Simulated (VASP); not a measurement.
Crystal: Al3BN2.

```
CELL_PARAMETERS angstrom
2.47540 -2.78447 0.00000
2.47540 2.78447 0.00000
0.00000 0.00000 6.48677
ATOMIC_POSITIONS crystal
Al 0.00000 0.50000 0.06385
Al 0.50000 0.00000 0.93615
Al 0.50000 0.50000 0.50000
B 0.00000 0.00000 0.00000
N 0.50000 0.50000 0.10144
N 0.50000 0.50000 0.89856
```

The cell was built from a structure type or drawn by symmetry, and may not be a known phase.

```yaml
Program: VASP 6.6.1
Task: relaxation of cell and atoms
Functional: PBE
Potentials_or_basis: VASP PAW PBE potentials, release 64 (Al, B, N)
Cutoff: 600 eV
k_mesh: 3 × 3 × 2
Occupations: gaussian, width 0.15 eV
Spin: no spin polarisation
```

At the start: pressure 26.3 GPa; volume 14.90 Å³/atom.

Question: Where does the relaxation end?

Answer: Over 30 steps the energy falls by 532.1 meV/atom and the volume is 15.62 Å³/atom (+4.8 %); space group C222 (No. 21, to 0.1 Å) before, P4/mmm (No. 123, to 0.1 Å).

Step by step:
```
step  energy change (eV)  largest force (eV/Å)  pressure (GPa)  volume (Å³)
   1              0.0000                6.0076           26.29        89.42
   2             -0.8285                0.7604          -11.77       124.45
   3             -1.8861                1.0245           -0.77       105.07
   4             -2.2601                0.2491           -3.09       105.91
   5             -2.4753                0.6303           -3.49       106.32
   6             -1.6509                9.8657            1.40       106.10
   7             -2.5004                0.8661           -3.73       106.36
   8             -2.8119                1.9094           -2.32       100.69
   9             -2.9566                3.2715            0.25        95.14
  10             -3.0910                1.1758            0.20        93.14
  11             -3.0987                0.4991            0.40        92.40
  12             -3.0990                0.5980            0.36        92.51
  13             -3.1131                0.4680            0.06        92.85
  14             -3.1301                0.1790           -0.72        93.80
  15             -3.1329                0.1795           -0.47        93.47
  16             -3.1361                0.1798            0.25        92.56
  17             -3.1387                0.1747            0.41        92.44
  18             -3.1441                0.1748            0.89        92.09
  19             -3.1438                0.6748            1.89        91.39
  20             -3.1459                0.4002            1.36        91.76
  21             -3.1468                0.3965            1.35        91.77
  22             -3.1496                0.3855            1.35        91.80
  23             -3.1548                0.3604            1.34        91.86
  24             -3.1641                0.2982            1.29        91.98
  25             -3.1765                0.1338            1.10        92.22
  26             -3.1699                0.3308            0.40        92.68
  27             -3.1794                0.0538            0.90        92.37
  28             -3.1850                0.0516            0.48        92.82
  29             -3.1901                0.1594           -0.42        93.82
  30             -3.1923                0.0384           -0.24        93.73
```

Final structure:
```
Al B N
1.0
     3.01075   -3.01558    0.00000
     3.01075    3.01558    0.00000
     0.00000    0.00000    5.16159
Al B N
3 1 2
Direct
  0.00000 0.50000 0.00878
  0.50000 0.00000 0.99122
  0.50000 0.50000 0.50000
  0.00000 0.00000 0.00000
  0.50000 0.50000 0.13727
  0.50000 0.50000 0.86273
```

Caveat: the k points lie up to 0.61 Å⁻¹ apart in the final cell, too coarse for converged energies and pressures of a metal; a cell axis changed by over 15 % at a fixed basis, so the end point is rough; the relaxation stopped at a loose force limit of 0.08 eV/Å, so its end isn't a converged minimum.
